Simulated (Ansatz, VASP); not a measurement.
## Hg: VASP beside Ansatz

Contents of INCAR:

```
SYSTEM = Hg
PREC = Accurate
ENCUT = 520
EDIFF = 1E-6
ISMEAR = 1
SIGMA = 0.6
LREAL = .FALSE.
LASPH = .TRUE.
NELM = 80
ALGO = Normal
ISIF = 2
LWAVE = .FALSE.
LCHARG = .FALSE.
GGA = CA
NBANDS = 12
```

KPOINTS

```
regular mesh
0
G
  11 11 11
  0 0 0
```

The input POSCAR:

```
Hg
1.0
    1.7463233735      1.0082402698      2.1478810803
   -1.7463233735      1.0082402698      2.1478810803
    0.0000000000     -2.0164805396      2.1478810803
Hg
1
Direct
    0.0000000000      1.0000000000      0.0000000000
```

Input for Ansatz:

```yaml
crystal:
  lattice:
    - [1.7463233735, 1.0082402698, 2.1478810803]
    - [-1.7463233735, 1.0082402698, 2.1478810803]
    - [0.0, -2.0164805396, 2.1478810803]
  atoms:
    - { symbol: Hg, position: [0.0, 1.0, 0.0] }
hamiltonian:
  xc: lda
  pseudopotentials:
    kind: paw
    azcp:
      Hg: "pseudopotentials/Hg.paw.azcp"
basis:
  ecutwfc: 420
  fft_grid_basis: typed
kpoints:
  mp_grid: { grid: [11, 11, 11], shift: [0, 0, 0] }
magnetization:
  spin_polarized: false
scf:
  occupations: { method: methfessel_paxton, width: 0.6 }
  lower_state_search: "off"
output:
  stress: true
```

Alike in both runs: task single point; functional LDA; k mesh 11 × 11 × 11; occupations methfessel-paxton of order 1, width 0.6 eV; no spin polarisation.

|  | VASP | Ansatz |
| --- | --- | --- |
| version | VASP 6.6.1 | Ansatz 0.2.0 |
| potentials or method | VASP PAW LDA potentials, release 64 (Hg), cutoff 520 eV | plane waves (420 eV) with PAW, scalar-relativistic |
| valence electrons in the cell | 12 | 20 |

```tsv
	VASP	Ansatz	Ansatz less VASP
pressure (GPa)	0.7	-0.1	-0.74
traceless stress, the component that is largest in VASP (GPa)	0.22	-0.11	-0.331
```

Ansatz warns that its potentials were made for another functional, while VASP's fit it. LDA's correlation is that of Perdew and Zunger in VASP and of Perdew and Wang (1992) in Ansatz. VASP's potentials hold 12 valence electrons a cell and Ansatz's 20, so a difference there can come from the potentials and not from the codes.

Neither program's run includes spin-orbit coupling.
